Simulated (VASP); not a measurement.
# Ta2N (P-3m1) in VASP: further runs

The runs below take Ta2N through single point, with LDA.

Program: VASP 6.6.1. These are calculated values, not measurements. Logs are shortened: lines on timing, memory, paths and dates and some standing lists are left out, and cuts for length are marked.

### Step 1. The cell of the first run

The structure is trigonal, space group P-3m1 (No. 164). The conventional cell has a = 2.954 Å, b = 2.954 Å, c = 5.005 Å, α = 90.00°, β = 90.00°, γ = 120.00°. Within 2.8 Å of Ta (site symmetry 3m) lie 3 N at 2.13 Å. Within 2.8 Å of N (site symmetry -3m) lie 6 Ta at 2.13 Å.

### Step 2. Single point, LDA (12.61 Å³/atom)

Input file INCAR:

```
SYSTEM = Ta2N
  PREC = Accurate
  ENCUT = 700
  EDIFF = 1E-6
  ISMEAR = 0
  SIGMA = 0.15
  LREAL = .False.
  LASPH = .True.
  NELM = 120
  ALGO = Normal
  ISIF = 2
  LWAVE = .False.
  LCHARG = .True.
  LELF = .True.
  LVHAR = .True.
  NBANDS = 22
  GGA_COMPAT = .False.
```

Input file KPOINTS:

```
Automatic mesh
0
Gamma
  18 18 10
  0 0 0
```

Input file POSCAR:

```
Ta2N
1.0
    2.9543646705      0.0000000000      0.0000000000
   -1.4771823353      2.5585548567      0.0000000000
    0.0000000000      0.0000000000      5.0046937518
Ta N
2 1
Direct
    0.6666666667      0.3333333333      0.7466885012
    0.3333333333      0.6666666667      0.2533114988
    0.0000000000      0.0000000000      0.0000000000
```

Potentials or basis: VASP PAW LDA potentials, release 64 (Ta_sv_GW, N).

The run is started by

```console
$ cat potpaw_LDA.64/Ta_sv_GW/POTCAR potpaw_LDA.64/N/POTCAR > POTCAR
$ mpirun -np 1 vasp_std > vasp.out
```

OUTCAR:

```text
SYSTEM = Ta2N
   PREC = Accurate
   ENCUT = 700
   EDIFF = 1E-6
   ISMEAR = 0
   LREAL = .False.
   LASPH = .True.
   NELM = 120
   ISIF = 2

 ion  position               nearest neighbor table
   1  0.667  0.333  0.747-   3 2.13   3 2.13   3 2.13   2 3.00   2 3.00   2 3.00   2 3.06   2 3.06
                             2 3.06
   2  0.333  0.667  0.253-   3 2.13   3 2.13   3 2.13   1 3.00   1 3.00   1 3.00   1 3.06   1 3.06
                             1 3.06
   3  0.000  0.000  0.000-   1 2.13   2 2.13   1 2.13   2 2.13   1 2.13   2 2.13

  LATTYP: Found a hexagonal cell.
 ALAT       =     2.9543646705
 C/A-ratio  =     1.6940000000

  Lattice vectors:

 A1 = (   2.9543646705,   0.0000000000,   0.0000000000)
 A2 = (  -1.4771823353,   2.5585548567,   0.0000000000)
 A3 = (   0.0000000000,   0.0000000000,   5.0046937518)

Analysis of symmetry for initial positions (statically):
=====================================================================
 Subroutine PRICEL returns:
 Original cell was already a primitive cell.

 Routine SETGRP: Setting up the symmetry group for a
 hexagonal supercell.

 Subroutine GETGRP returns: Found 12 space group operations
 (whereof 12 operations were pure point group operations)
 out of a pool of 24 trial point group operations.

The static configuration has the point symmetry D_3d.

Analysis of symmetry for dynamics (positions and initial velocities):
=====================================================================
 Subroutine PRICEL returns:
 Original cell was already a primitive cell.

 Routine SETGRP: Setting up the symmetry group for a
 hexagonal supercell.

 Subroutine GETGRP returns: Found 12 space group operations
 (whereof 12 operations were pure point group operations)
 out of a pool of 24 trial point group operations.

The dynamic configuration has the point symmetry D_3d.

 Subroutine INISYM returns: Found 12 space group operations
 (whereof 12 operations are pure point group operations),
 and found     1 'primitive' translations

----------------------------------------------------------------------------------------

                                     Primitive cell

  volume of cell :      37.8300

  direct lattice vectors                    reciprocal lattice vectors
     2.954364670  0.000000000  0.000000000     0.338482250  0.195422818  0.000000000
    -1.477182335  2.558554857  0.000000000     0.000000000  0.390845636  0.000000000
     0.000000000  0.000000000  5.004693752     0.000000000  0.000000000  0.199812426

  length of vectors
     2.954364670  2.954364671  5.004693752     0.390845636  0.390845636  0.199812426

  position of ions in fractional coordinates (direct lattice)
     0.666666667  0.333333333  0.746688501
     0.333333333  0.666666667  0.253311499
     0.000000000  0.000000000  0.000000000

  ion indices of the primitive-cell ions
   primitive index   ion index
                 1           1
                 2           2
                 3           3

----------------------------------------------------------------------------------------

 KPOINTS: Automatic mesh

Automatic generation of k-mesh.
 Grid dimensions read from file:
 generate k-points for:   18   18   10

 Generating k-lattice:

  Cartesian coordinates                     Fractional coordinates (reciprocal lattice)
     0.018804569  0.010856823  0.000000000     0.055555556  0.000000000  0.000000000
     0.000000000  0.021713646  0.000000000     0.000000000  0.055555556  0.000000000
     0.000000000  0.000000000  0.019981243     0.000000000  0.000000000  0.100000000

  Length of vectors
     0.021713646  0.021713646  0.019981243

  Shift w.r.t. Gamma in fractional coordinates (k-lattice)
     0.000000000  0.000000000  0.000000000

 Subroutine IBZKPT returns following result:
 ===========================================

 Found    330 irreducible k-points:

 Following reciprocal coordinates:
            Coordinates               Weight
  0.000000  0.000000  0.000000      1.000000
  0.055556  0.000000  0.000000      6.000000
  0.111111  0.000000  0.000000      6.000000
  0.166667  0.000000  0.000000      6.000000
  0.222222  0.000000  0.000000      6.000000
  0.277778 -0.000000  0.000000      6.000000
[... 16 lines left out ...]
  0.333333  0.111111  0.000000     12.000000
  0.388889  0.111111  0.000000     12.000000
 [... further k-points ...]
   k-points           NKPTS =    330   k-points in BZ     NKDIM =    330   number of bands    NBANDS=     22
   number of dos      NEDOS =    301   number of ions     NIONS =      3
   total plane-waves  NPLWV =  37632
   dimension x,y,z NGX =    28 NGY =   28 NGZ =   48
   dimension x,y,z NGXF=    56 NGYF=   56 NGZF=   96
   ions per type =               2   1
   NGX,Y,Z   is equivalent  to a cutoff of  15.76, 15.76, 15.94 a.u.
   NGXF,Y,Z  is equivalent  to a cutoff of  31.51, 31.51, 31.89 a.u.
 SYSTEM =  Ta2N
   PREC   = accura    normal or accurate (medium, high low for compatibility)
   ISTART =      0    job   : 0-new  1-cont  2-samecut
   ICHARG =      2    charge: 1-file 2-atom 10-const
   ISPIN  =      1    spin polarized calculation?
   LNONCOLLINEAR =      F non collinear calculations
   LSORBIT =      F    spin-orbit coupling
   LASPH  =      T    aspherical Exc in radial PAW
   ENCUT  =  700.0 eV  51.45 Ry    7.17 a.u.   6.37  6.37 10.80*2*pi/ulx,y,z
   NELM   =    120;   NELMIN=  2; NELMDL= -5     # of ELM steps
   EDIFF  = 0.1E-05   stopping-criterion for ELM
   LREAL  =      F    real-space projection
   EDIFFG = 0.1E-04   stopping-criterion for IOM
   NSW    =      0    number of steps for IOM
   IBRION =     -1    ionic relax: 0-MD 1-quasi-New 2-CG
   NFREE  =      0    steps in history (QN), initial steepest desc. (CG)
   ISIF   =      2    stress and relaxation
   ISYM   =      2    0-nonsym 1-usesym 2-fastsym
   POTIM  = 0.5000    time-step for ionic-motion
   TEBEG  =    0.0;   TEEND  =   0.0 temperature during run
   PSTRESS=    0.0 pullay stress
   NELECT =      31.0000    total number of electrons
   NUPDOWN=      -1.0000    fix difference up-down
   EMIN   =  10.00;   EMAX   =-10.00  energy-range for DOS
   EFERMI =   0.00;   METHOD = LEGACY
   ISMEAR =     0;   SIGMA  =   0.15  broadening in eV -4-tet -1-fermi 0-gaus
   EFERMI_NEDOS =   21; number of points for ismear=-14 and -15
   IALGO  =     38    algorithm
   IMIX   =      4    mixing-type and parameters
     AMIX     =   0.40;   BMIX     =  1.00
     AMIX_MAG =   1.60;   BMIX_MAG =  1.00
  volume/ion in A,a.u.               =      12.61        85.10
  Fermi-wavevector in a.u.,A,eV,Ry     =   1.531969  2.895001 31.931904  2.346929
  Thomas-Fermi vector in A             =   2.639240
   LORBIT       =      0    0 simple, 1 ext, 2 COOP (PROOUT), +10 PAW based schemes
   GGA     = CA    functional components
   LHFCALC =     F    Hartree Fock is set to
   AEXX    =    0.0000 exact exchange contribution
   IVDW    =     0    specifies the selected vdW correction
   LEPSILON=     F    determine dielectric tensor
   LRPA    =     F    only Hartree local field effects (RPA)
 non-spin polarized calculation
 Gauss-broadening in eV      SIGMA  =   0.15
  energy-cutoff  :      700.00
  volume of cell :       37.83
 maximum number of plane-waves:      1629
 NGX is ok and might be reduce to    28
   NGX = 13   NGY = 13   NGZ = 21

 number of electron      30.9999999 magnetization

 Free energy of the ion-electron system (eV)
  ---------------------------------------------------
  ext. energy  EPLUGINS =         0.00000000
  ---------------------------------------------------
  free energy    TOTEN  =       -42.51025706 eV

  energy without entropy =      -42.49697751  energy(sigma->0) =      -42.50361728

 E-fermi :  12.5571     XC(G=0): -13.8999

 val. band max:       12.5556006145   @ k =   0.0000   0.2222   0.2000
 cond. band min:      12.5637730918   @ k =   0.5000   0.0000   0.3000
 fundamental gap:      0.0081724773
 Fermi energy:        12.5571473843

 k-point     1 :       0.0000    0.0000    0.0000
  band No.  band energies     occupation
      1     -55.4649      2.00000
      2     -55.3839      2.00000
      3     -22.8751      2.00000
      4     -21.8074      2.00000
      5     -21.8074      2.00000
      6     -21.7785      2.00000
[... 14 lines left out ...]
     21      13.9412      0.00000
     22      18.0686      0.00000

 k-point     2 :       0.0556    0.0000    0.0000
  band No.  band energies     occupation
      1     -55.4621      2.00000
      2     -55.3823      2.00000
      3     -22.8629      2.00000
      4     -21.8403      2.00000
      5     -21.8174      2.00000
      6     -21.7796      2.00000
[... 14 lines left out ...]
     21      14.3093      0.00000
     22      18.0928      0.00000

 k-point     3 :       0.1111    0.0000    0.0000
  band No.  band energies     occupation
      1     -55.4542      2.00000
      2     -55.3775      2.00000
      3     -22.8272      2.00000
      4     -21.9318      2.00000
      5     -21.8453      2.00000
      6     -21.8261      2.00000
[... 14 lines left out ...]
     21      15.0377      0.00000
     22      18.0207      0.00000

 k-point     4 :       0.1667    0.0000    0.0000
  band No.  band energies     occupation
      1     -55.4418      2.00000
      2     -55.3704      2.00000
      3     -22.7708      2.00000
      4     -22.0706      2.00000
      5     -21.9565      2.00000
      6     -21.8860      2.00000
[... 14 lines left out ...]
     21      15.9983      0.00000
     22      17.8025      0.00000

 k-point     5 :       0.2222    0.0000    0.0000
  band No.  band energies     occupation
      1     -55.4264      2.00000
      2     -55.3620      2.00000
      3     -22.6987      2.00000
      4     -22.2385      2.00000
      5     -22.1100      2.00000
      6     -21.9337      2.00000
[... 417 lines left out ...]
 k-point    22 :       0.2778    0.1111    0.0000
  band No.  band energies     occupation
      1     -55.3882      2.00000
      2     -55.3443      2.00000
      3     -22.6061      2.00000
      4     -22.4725      2.00000
      5     -22.4120      2.00000
      6     -22.0647      2.00000
[... 14 lines left out ...]
     21      17.5630      0.00000
     22      18.5094      0.00000

 k-point    23 :       0.3333    0.1111    0.0000
  band No.  band energies     occupation
      1     -55.3743      2.00000
      2     -55.3398      2.00000
      3     -22.7081      2.00000
      4     -22.5227      2.00000
      5     -22.3821      2.00000
      6     -22.1168      2.00000
[... 14 lines left out ...]
     21      17.6441      0.00000
     22      18.4762      0.00000

 k-point    24 :       0.3889    0.1111    0.0000
  band No.  band energies     occupation
      1     -55.3644      2.00000
      2     -55.3377      2.00000
      3     -22.7819      2.00000
      4     -22.5764      2.00000
      5     -22.3205      2.00000
      6     -22.1503      2.00000
[... 14 lines left out ...]
     21      17.7555      0.00000
     22      18.2122      0.00000

 [... further k-points ...]
[... 5 lines left out ...]
  --------------------------------------------------------------------------------------
  -------------------------------------------------------------------------------------
  Total        3.9916623      3.9916623     -0.3075044     -0.0000000      0.0000000      0.0000000
  in kB      169.0550045    169.0550045    -13.0234378     -0.0000000      0.0000000      0.0000000
  external PRESSURE =     108.3621904 kB  Pullay stress =       0.0000000 kB

 VOLUME and BASIS-vectors are now :
 -----------------------------------------------------------------------------
  energy-cutoff  :      700.00
  volume of cell :       37.83
      direct lattice vectors                 reciprocal lattice vectors
     2.954364670  0.000000000  0.000000000     0.338482250  0.195422818  0.000000000
    -1.477182335  2.558554857  0.000000000     0.000000000  0.390845636  0.000000000
     0.000000000  0.000000000  5.004693752     0.000000000  0.000000000  0.199812426

 POSITION                                       TOTAL-FORCE (eV/Angst)
 -----------------------------------------------------------------------------------
      1.47718      0.85285      3.73695        -0.000000     -0.000000     -0.907655
     -0.00000      1.70570      1.26775         0.000000      0.000000      0.907655
      0.00000      0.00000      0.00000         0.000000      0.000000      0.000000
 -----------------------------------------------------------------------------------
    total drift:                               -0.000000      0.000000      0.000000

  FREE ENERGIE OF THE ION-ELECTRON SYSTEM (eV)
  ---------------------------------------------------
  free  energy   TOTEN  =       -42.5102570593 eV

  energy  without entropy=      -42.4969775087  energy(sigma->0) =      -42.50361728
```

Wall time 3.1 min (1 thread of Intel Xeon 6975P-C (Granite Rapids), shared host); peak memory 0.5 GiB.

What came out:

```
Free energy            : -42.5103 eV
Pressure               : 10.8 GPa
Largest force          : 0.908 eV/Å
Band gap on the k mesh : zero (an odd number of electrons rules out a gap without spin polarisation)
```

Forces on the atoms (eV/Å):
```
Ta   0.000  0.000 -0.908
Ta   0.000  0.000  0.908
N    0.000  0.000  0.000
```

Stress tensor (GPa, compression positive):
```
16.91  0.00  0.00
 0.00 16.91  0.00
 0.00  0.00 -1.30
```

Caveat: the stress differs along the axes, from -1 to 17 GPa; spin-orbit coupling is left out, which moves the levels of the heavy elements.

(Continued in part 2 of 2.)

The gap in the log of VASP goes by the Fermi energy; the results here count the filled bands.